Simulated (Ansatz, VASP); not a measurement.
HfC: VASP beside Ansatz

The input INCAR:

```
SYSTEM = HfC
PREC = Accurate ; ENCUT = 520
EDIFF = 1E-8 ; ISMEAR = -1
SIGMA = 0.05 ; LREAL = .False.
LASPH = .True. ; NELM = 80
ALGO = Normal ; ISIF = 2
LWAVE = .False. ; LCHARG = .False.
GGA = PS ; LEFG = .True.
NBANDS = 14
```

Contents of KPOINTS:

```
Automatic mesh
0
Gamma
  15 15 15
  0 0 0
```

The input POSCAR:

```
HfC
1.0
   -0.0697500000      2.2901250000      2.2901250000
    2.2901250000     -0.0697500000      2.2901250000
    2.2901250000      2.2901250000     -0.0697500000
Hf C
1 1
Direct
    0.5000000000      0.5000000000      0.5000000000
    0.0000000000      0.0000000000      0.0000000000
```

Input for Ansatz:

```yaml
crystal:
  lattice:
    - [-0.06975, 2.290125, 2.290125]
    - [2.290125, -0.06975, 2.290125]
    - [2.290125, 2.290125, -0.06975]
  atoms:
    - { symbol: Hf, position: [0.5, 0.5, 0.5] }
    - { symbol: C, position: [0.0, 0.0, 0.0] }
kpoints:
  mp_grid: { grid: [15, 15, 15] }
scf:
  occupations: { method: fermi_dirac, width: 0.05 }
hamiltonian:
  xc: pbesol
  pseudopotentials: { kind: all_electron, datasets: crystal }
output:
  forces: true
  stress: true
  eigenvalues: true
  efg: { contact_densities: true }
```

Change from the starting cell: equal xy, yz and zx shear strains of -3 %, crystal datasets.

Alike in both runs: task electric field gradients; functional PBEsol; k mesh 15 × 15 × 15; occupations fermi-dirac, width 0.05 eV; no spin polarisation.

```csv
,VASP,Ansatz
version,VASP 6.6.1,Ansatz 0.2.0
potentials or method,"VASP PAW PBE potentials, release 64 (Hf_pv, C), cutoff 520 eV","all-electron PAW with datasets made for the crystal, scalar-relativistic"
```

|  | VASP | Ansatz | Ansatz less VASP |
| --- | --- | --- | --- |
| pressure (GPa) | -6.8 | -6.3 | +0.49 |
| traceless stress, the component that is largest in VASP (GPa) | 4.79 | 4.79 | -0.003 |
| size of Vzz on the site where it differs most (V/Å²) | 6.9 | 9.1 | +2.15 |

VASP's potentials were made for PBE, not for PBEsol. Ansatz ran all-electron here, and VASP with PAW potentials.

Neither program's run includes spin-orbit coupling.
